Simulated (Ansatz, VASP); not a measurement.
**AlN in VASP and in Ansatz**

INCAR

```
SYSTEM = AlN
  PREC = Accurate
  ENCUT = 520
  EDIFF = 1E-6
  ISMEAR = 0
  SIGMA = 0.05
  LREAL = .False.
  LASPH = .True.
  NELM = 80
  ALGO = Normal
  ISIF = 2
  LWAVE = .False.
  LCHARG = .False.
  GGA = PS
  NBANDS = 11
```

Contents of KPOINTS:

```
regular mesh
0
Gamma
  10 10 10
  0 0 0
```

The input POSCAR:

```
AlN
1.0
    0.0000000000      2.1886566781      2.1886566781
    2.1886566781      0.0000000000      2.1886566781
    2.1886566781      2.1886566781      0.0000000000
Al N
1 1
Direct
   -0.0045066557      0.0135199671      0.0045066557
    0.7586811240      0.7239566280      0.7413188760
```

Input for Ansatz:

```yaml
crystal:
  lattice:
    - [0.0, 2.1886566781, 2.1886566781]
    - [2.1886566781, 0.0, 2.1886566781]
    - [2.1886566781, 2.1886566781, 0.0]
  atoms:
    - { symbol: Al, position: [-0.0045066557, 0.0135199671, 0.0045066557] }
    - { symbol: "N", position: [0.758681124, 0.723956628, 0.741318876] }
basis:
  ecutwfc: 520.0
kpoints:
  mp_grid: { grid: [10, 10, 10] }
hamiltonian:
  xc: pbesol
  pseudopotentials: { kind: paw, azcp: { folder: soft_1 } }
scf:
  occupations: { method: gaussian, width: 0.05 }
output:
  forces: true
  stress: true
  eigenvalues: true
```

Change from the starting cell: mode 4 frozen in at -0.076 Å and mode 5 at -0.038 Å (largest displacements).

Alike in both runs: task single point; functional PBEsol; k mesh 10 × 10 × 10; occupations gaussian, width 0.05 eV; no spin polarisation.

|  | VASP | Ansatz |
| --- | --- | --- |
| version | VASP 6.6.1 | Ansatz 0.2.0 |
| potentials or method | VASP PAW PBE potentials, release 64 (Al, N), cutoff 520 eV | scalar-relativistic, plane waves, PAW |
| valence electrons in the cell | 8 | 8 |

```tsv
	VASP	Ansatz	Ansatz less VASP
gap on the k mesh at the Fermi level (eV)	2.85	2.86	+0.007
least direct gap on the mesh (eV)	3.72	3.70	-0.016
pressure (GPa)	2.1	2.0	-0.05
traceless stress, the component that is largest in VASP (GPa)	-8.26	-8.13	+0.130
rms of the force components (eV/Å)	1.113	1.104	-0.0089
```

VASP's potentials were made for PBE, not for PBEsol, and Ansatz warns of the same on its side. Atom by atom the forces differ by 0.009 eV/Å (rms over components).
